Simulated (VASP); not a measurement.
# Ni (Im-3m) in VASP: notebook

Ni is run at these levels: r2SCAN; tasks: single point.

All numbers are computed with VASP 6.6.1; they aren't measurements. Logs are shortened: lines on timing, memory, paths and dates and some standing lists are left out, and cuts for length are marked.

### Step 1. The cell of the first run

The structure is cubic, space group Im-3m (No. 229). The conventional cell has a = 2.730 Å, b = 2.730 Å, c = 2.730 Å, α = 90.00°, β = 90.00°, γ = 90.00°. Ni (site symmetry m-3m) has 14 Ni at 2.36 to 2.73 Å within 3.1 Å.

### Step 2. Single point, r2SCAN, collinear spin, ferromagnetic start

Contents of POSCAR:

```
Ni
1.0
   -1.3650143198      1.3650143198      1.3650143198
    1.3650143198     -1.3650143198      1.3650143198
    1.3650143198      1.3650143198     -1.3650143198
Ni
1
Direct
    0.0000000000      0.0000000000      0.0000000000
```

Contents of INCAR.step1:

```
PREC     = Accurate       # precision mode
ENCUT    = 520            # plane-wave cutoff, eV
ISMEAR   = -1             # smearing method
SIGMA    = 0.05           # smearing width, eV
LREAL    = F              # projectors in reciprocal space
LASPH    = T              # aspherical terms in the spheres
NELM     = 150            # most SCF steps
ISPIN    = 2              # spin polarisation
MAGMOM   = 1              # initial moments
LMAXMIX  = 4              # l up to which the mixer works
NBANDS   = 15             # bands
GGA      = PE             # functional
ALGO     = Normal         # electronic algorithm
EDIFF    = 1E-4           # SCF threshold, eV
LWAVE    = T              # write WAVECAR
LCHARG   = F              # write CHGCAR
```

Contents of INCAR.step2:

```
PREC     = Accurate       # precision mode
ENCUT    = 520            # plane-wave cutoff, eV
EDIFF    = 1E-6           # SCF threshold, eV
ISMEAR   = -1             # smearing method
SIGMA    = 0.05           # smearing width, eV
LREAL    = F              # projectors in reciprocal space
LASPH    = T              # aspherical terms in the spheres
NELM     = 150            # most SCF steps
ALGO     = Normal         # electronic algorithm
ISIF     = 2              # what is computed and relaxed
LWAVE    = F              # write WAVECAR
LCHARG   = F              # write CHGCAR
ISPIN    = 2              # spin polarisation
MAGMOM   = 1              # initial moments
LORBIT   = 11             # projections on sites
LMAXMIX  = 4              # l up to which the mixer works
METAGGA  = R2SCAN         # meta-GGA
LMIXTAU  = T            
NBANDS   = 15             # bands
ISTART   = 1
```

Contents of KPOINTS:

```
Automatic mesh
0
Gamma
  13 13 13
```

Potentials or basis: VASP PAW PBE potentials, release 64 (Ni).

Run with:

```bash
cat potpaw_PBE.64/Ni/POTCAR > POTCAR
cp INCAR.step1 INCAR
mpirun -np 1 vasp_std > vasp.out
cp INCAR.step2 INCAR
mpirun -np 1 vasp_std > vasp.out
```

OUTCAR:

```text
PREC = Accurate
   ENCUT = 520
   EDIFF = 1E-6
   ISMEAR = -1
   LREAL = F
   LASPH = T
   NELM = 150
   ISIF = 2
   ISPIN = 2
   LORBIT = 11
   METAGGA = R2SCAN
   ISTART = 1

 ion  position               nearest neighbor table
   1  0.000  0.000  0.000-

  LATTYP: Found a body centered cubic cell.
 ALAT       =     2.7300286396

  Lattice vectors:

 A1 = (  -1.3650143198,   1.3650143198,   1.3650143198)
 A2 = (   1.3650143198,  -1.3650143198,   1.3650143198)
 A3 = (   1.3650143198,   1.3650143198,  -1.3650143198)

Analysis of symmetry for initial positions (statically):
=====================================================================
 Subroutine PRICEL returns:
 Original cell was already a primitive cell.

 Routine SETGRP: Setting up the symmetry group for a
 body centered cubic supercell.

 Subroutine GETGRP returns: Found 48 space group operations
 (whereof 48 operations were pure point group operations)
 out of a pool of 48 trial point group operations.

The static configuration has the point symmetry O_h .

Analysis of symmetry for dynamics (positions and initial velocities):
=====================================================================
 Subroutine PRICEL returns:
 Original cell was already a primitive cell.

 Routine SETGRP: Setting up the symmetry group for a
 body centered cubic supercell.

 Subroutine GETGRP returns: Found 48 space group operations
 (whereof 48 operations were pure point group operations)
 out of a pool of 48 trial point group operations.

The dynamic configuration has the point symmetry O_h .

Analysis of structural, dynamic, and magnetic symmetry:
=====================================================================
 Subroutine PRICEL returns:
 Original cell was already a primitive cell.

 Routine SETGRP: Setting up the symmetry group for a
 body centered cubic supercell.

 Subroutine GETGRP returns: Found 48 space group operations
 (whereof 48 operations were pure point group operations)
 out of a pool of 48 trial point group operations.

The overall configuration has the point symmetry O_h .

 Subroutine INISYM returns: Found 48 space group operations
 (whereof 48 operations are pure point group operations),
 and found     1 'primitive' translations

----------------------------------------------------------------------------------------

                                     Primitive cell

  volume of cell :      10.1735

  direct lattice vectors                    reciprocal lattice vectors
    -1.365014320  1.365014320  1.365014320     0.000000000  0.366296524  0.366296524
     1.365014320 -1.365014320  1.365014320     0.366296524  0.000000000  0.366296524
[... 118 lines left out ...]
 NGX is ok and might be reduce to    18
   NGX =  9   NGY =  9   NGZ =  9

 number of electron      10.0000011 magnetization       0.6375747

 Free energy of the ion-electron system (eV)
  ---------------------------------------------------
  ext. energy  EPLUGINS =         0.00000000
  ---------------------------------------------------
  free energy    TOTEN  =       -11.82442045 eV

  energy without entropy =      -11.81440073  energy(sigma->0) =      -11.81941059

 E-fermi :  10.0608     XC(G=0): -14.8283

 val. band max:       10.0570574849   @ k =  -0.3077   0.3077   0.0769
 cond. band min:      10.0700306238   @ k =  -0.2308   0.3846   0.0769
 fundamental gap:      0.0129731390
 Fermi energy:        10.0608051117

 spin component 1

 k-point     1 :       0.0000    0.0000    0.0000
  band No.  band energies     occupation
      1       0.3828      1.00000
      2       7.2598      1.00000
      3       7.2600      1.00000
      4       7.2600      1.00000
      5       8.8798      1.00000
      6       8.8799      1.00000
      7      38.2852      0.00000
      8      38.2854      0.00000
      9      38.2854      0.00000
     10      43.7932      0.00000
     11      43.7932      0.00000
     12      45.7310      0.00000
     13      45.7312      0.00000
     14      45.7312      0.00000
[... 403 lines left out ...]
      4       8.7344      1.00000
      5       8.9663      1.00000
      6       9.5628      0.99995
      7      24.2921      0.00000
      8      29.1396      0.00000
      9      31.0025      0.00000
     10      39.9406      0.00000
     11      44.0586      0.00000
     12      46.9309      0.00000
     13      48.8214      0.00000
     14      52.8043      0.00000
     15      53.0594      0.00000

 [... further k-points ...]

 spin component 2

 k-point     1 :       0.0000    0.0000    0.0000
  band No.  band energies     occupation
      1       0.2107      1.00000
      2       8.3915      1.00000
      3       8.3915      1.00000
      4       8.3917      1.00000
      5       9.5434      0.99997
      6       9.5435      0.99997
      7      38.2719      0.00000
      8      38.2719      0.00000
      9      38.2720      0.00000
     10      43.7882      0.00000
     11      43.7882      0.00000
     12      46.0914      0.00000
     13      46.1371      0.00000
     14      46.1371      0.00000
[... 403 lines left out ...]
      4       9.5186      0.99998
      5       9.6581      0.99968
      6      10.6968      0.00000
      7      24.5167      0.00000
      8      29.2414      0.00000
      9      31.2674      0.00000
     10      40.0232      0.00000
     11      44.3204      0.00000
     12      47.1024      0.00000
     13      49.1250      0.00000
     14      53.1198      0.00000
     15      55.1317      0.00000

 [... further k-points ...]
[... 5 lines left out ...]
  --------------------------------------------------------------------------------------
  -------------------------------------------------------------------------------------
  Total        0.6398948      0.6398948      0.6398948      0.0000000     -0.0000000      0.0000000
  in kB      100.7737759    100.7737759    100.7737759      0.0000000     -0.0000000      0.0000000
  external PRESSURE =     100.7737759 kB  Pullay stress =       0.0000000 kB

 VOLUME and BASIS-vectors are now :
 -----------------------------------------------------------------------------
  energy-cutoff  :      520.00
  volume of cell :       10.17
      direct lattice vectors                 reciprocal lattice vectors
    -1.365014320  1.365014320  1.365014320     0.000000000  0.366296524  0.366296524
     1.365014320 -1.365014320  1.365014320     0.366296524  0.000000000  0.366296524
     1.365014320  1.365014320 -1.365014320     0.366296524  0.366296524  0.000000000

 POSITION                                       TOTAL-FORCE (eV/Angst)
 -----------------------------------------------------------------------------------
      0.00000      0.00000      0.00000        -0.000000     -0.000000      0.000000
 -----------------------------------------------------------------------------------
    total drift:                                0.000000     -0.000000      0.000000

  FREE ENERGIE OF THE ION-ELECTRON SYSTEM (eV)
  ---------------------------------------------------
  free  energy   TOTEN  =       -11.8244204490 eV

  energy  without entropy=      -11.8144007339  energy(sigma->0) =      -11.81941059

 total charge

# of ion       s       p       d       tot
------------------------------------------
    1        0.535   0.567   8.375   9.478

 magnetization (x)

# of ion       s       p       d       tot
------------------------------------------
    1       -0.006  -0.029   0.684   0.648
```

OUTCAR.step1:

```text
PREC = Accurate
   ENCUT = 520
   ISMEAR = -1
   LREAL = F
   LASPH = T
   NELM = 150
[... 1099 lines left out ...]

 POSITION                                       TOTAL-FORCE (eV/Angst)
 -----------------------------------------------------------------------------------
      0.00000      0.00000      0.00000        -0.000000     -0.000000     -0.000000
 -----------------------------------------------------------------------------------
    total drift:                                0.000000     -0.000000      0.000000

  FREE ENERGIE OF THE ION-ELECTRON SYSTEM (eV)
  ---------------------------------------------------
  free  energy   TOTEN  =        -5.3399321464 eV

  energy  without entropy=       -5.3252842493  energy(sigma->0) =       -5.33260820
```

It took 3 min on 1 thread of AMD EPYC, shared host; peak memory 0.11 GiB.

What came out:

```yaml
Free_energy: -11.8244 eV
Pressure: 10.1 GPa
Net_moment: 0.64 μB per cell
Site_moments: Ni +0.65 μB
Valence_electrons_inside_the_program's_atomic_spheres: Ni 9.48
```

Levels at points of the mesh, in eV from the Fermi level:
Spin up:
| k point | band 2 | band 3 | band 4 | band 5 | band 6 | band 7 | band 8 | band 9 |
| --- | --- | --- | --- | --- | --- | --- | --- | --- |
| (0.00, 0.00, 0.00) | -2.80 | -2.80 | -2.80 | -1.18 | -1.18 | 28.22 | 28.22 | 28.22 |
Spin down:
| k point | band 3 | band 4 | band 5 | band 6 | band 7 | band 8 |
| --- | --- | --- | --- | --- | --- | --- |
| (0.00, 0.00, 0.00) | -1.67 | -1.67 | -0.52 | -0.52 | 28.21 | 28.21 |

Caveat: the PAW data sets were made with another functional, which shifts forces and pressure a little.

### Step 3. Single point, r2SCAN, collinear spin, ferromagnetic start

This run uses another cell than the first one, of 10.39 Å³/atom, 1.021 times its volume.

Contents of POSCAR:

```
Ni
1.0
   -1.3744285092      1.3744285092      1.3744285092
    1.3744285092     -1.3744285092      1.3744285092
    1.3744285092      1.3744285092     -1.3744285092
Ni
1
Direct
    0.0000000000      0.0000000000      0.0000000000
```

Contents of INCAR.step1:

```
PREC = Accurate ; ENCUT = 520
ISMEAR = -1 ; SIGMA = 0.05
LREAL = F ; LASPH = T
NELM = 150 ; ISPIN = 2
MAGMOM = 1 ; LMAXMIX = 4
NBANDS = 15 ; GGA = PE
ALGO = Normal ; EDIFF = 1E-4
LWAVE = T ; LCHARG = F
```

Contents of INCAR.step2:

```
PREC = Accurate ; ENCUT = 520
EDIFF = 1E-6 ; ISMEAR = -1
SIGMA = 0.05 ; LREAL = F
LASPH = T ; NELM = 150
ALGO = Normal ; ISIF = 2
LWAVE = F ; LCHARG = F
ISPIN = 2 ; MAGMOM = 1
LORBIT = 11 ; LMAXMIX = 4
METAGGA = R2SCAN ; LMIXTAU = T
NBANDS = 15 ; ISTART = 1
```

Contents of KPOINTS:

```
regular mesh
0
Gamma
  13 13 13
```

Potentials or basis: VASP PAW PBE potentials, release 64 (Ni).

Run with:

```bash
cat potpaw_PBE.64/Ni/POTCAR > POTCAR
cp INCAR.step1 INCAR
mpirun -np 1 vasp_std > vasp.out
cp INCAR.step2 INCAR
mpirun -np 1 vasp_std > vasp.out
```

Wall time 3 min (1 thread of AMD EPYC, shared host); peak memory 0.11 GiB.

It converged, with:

| Property | Result |
| --- | --- |
| Free energy | -11.8340 eV |
| Pressure | 5.0 GPa |
| Net moment | 0.64 μB per cell |
| Site moments | Ni +0.66 μB |
| Valence electrons inside the program's atomic spheres | Ni 9.44 |

Levels at points of the mesh, in eV from the Fermi level:
Spin up:
```tsv
k point	band 2	band 3	band 4	band 5	band 6	band 7	band 8	band 9
(0.00, 0.00, 0.00)	-2.75	-2.75	-2.75	-1.17	-1.17	27.99	27.99	27.99
```
Spin down:
```tsv
k point	band 2	band 3	band 4	band 5	band 6	band 7	band 8	band 9
(0.00, 0.00, 0.00)	-1.61	-1.61	-1.61	-0.51	-0.51	27.98	27.98	27.98
```

Caveat: the PAW data sets were made with another functional, which shifts forces and pressure a little.

### Step 4. Single point, r2SCAN, collinear spin, ferromagnetic start

This run uses another cell than the first one, of 10.81 Å³/atom, 1.063 times its volume.

Contents of POSCAR:

```
Ni
1.0
   -1.3928794157      1.3928794157      1.3928794157
    1.3928794157     -1.3928794157      1.3928794157
    1.3928794157      1.3928794157     -1.3928794157
Ni
1
Direct
    0.0000000000      0.0000000000      0.0000000000
```

Contents of INCAR.step1:

```
SYSTEM = Ni
ALGO = Normal
EDIFF = 1E-4
ENCUT = 520
GGA = PE
ISMEAR = -1
ISPIN = 2
LASPH = .True.
LCHARG = .False.
LMAXMIX = 4
LREAL = .False.
LWAVE = .True.
MAGMOM = 1
NBANDS = 15
NELM = 150
PREC = Accurate
SIGMA = 0.05
```

Contents of INCAR.step2:

```
SYSTEM = Ni
ALGO = Normal
EDIFF = 1E-7
ENCUT = 520
ISIF = 2
ISMEAR = -1
ISPIN = 2
ISTART = 1
LASPH = .True.
LCHARG = .False.
LMAXMIX = 4
LMIXTAU = .True.
LORBIT = 11
LREAL = .False.
LWAVE = .False.
MAGMOM = 1
METAGGA = R2SCAN
NBANDS = 15
NELM = 150
PREC = Accurate
SIGMA = 0.05
```

Contents of KPOINTS:

```
k-points
0
Gamma
  13 13 13
  0 0 0
```

Run with:

```bash
cat potpaw_PBE.64/Ni/POTCAR > POTCAR
cp INCAR.step1 INCAR
mpirun -np 1 vasp_std > vasp.out
cp INCAR.step2 INCAR
mpirun -np 1 vasp_std > vasp.out
```

Wall time 3.8 min (1 thread of AMD EPYC, shared host); peak memory 0.11 GiB.

Results (log left out):

```yaml
Free_energy: -11.8346 eV
Pressure: -3.9 GPa
Net_moment: 0.65 μB per cell
Site_moments: Ni +0.67 μB
Valence_electrons_inside_the_program's_atomic_spheres: Ni 9.36
```

Levels at points of the mesh, in eV from the Fermi level:
Spin up:
```tsv
k point	band 3	band 4	band 5	band 6	band 7	band 8
(0.00, 0.00, 0.00)	-2.67	-2.67	-1.16	-1.16	27.55	27.55
```
Spin down:
```tsv
k point	band 2	band 3	band 4	band 5	band 6	band 7	band 8	band 9
(0.00, 0.00, 0.00)	-1.51	-1.51	-1.51	-0.49	-0.49	27.52	27.52	27.52
```

Caveat: the PAW data sets were made with another functional, which shifts forces and pressure a little.

### Step 5. Overview

| cell | gap on the mesh (eV) | pressure (GPa) | moment (μB) |
| --- | --- | --- | --- |
| a = 2.364 Å, angles 109.5°, 1 atom | none | 10.1 | 0.64 |
| a = 2.381 Å, angles 109.5°, 1 atom | none | 5.0 | 0.64 |
| a = 2.413 Å, angles 109.5°, 1 atom | none | -3.9 | 0.65 |

Alike in all rows: task single point; level r2SCAN; potentials or basis VASP PAW PBE potentials, release 64 (Ni); spin collinear, ferromagnetic start; k mesh 13 × 13 × 13; cutoff (eV) 520; smearing fermi-dirac 0.05 eV.

Caveats: the PAW data sets were made with another functional, which shifts forces and pressure a little.

Total energies depend on the potentials used, so only differences within one code and one set of settings carry meaning.
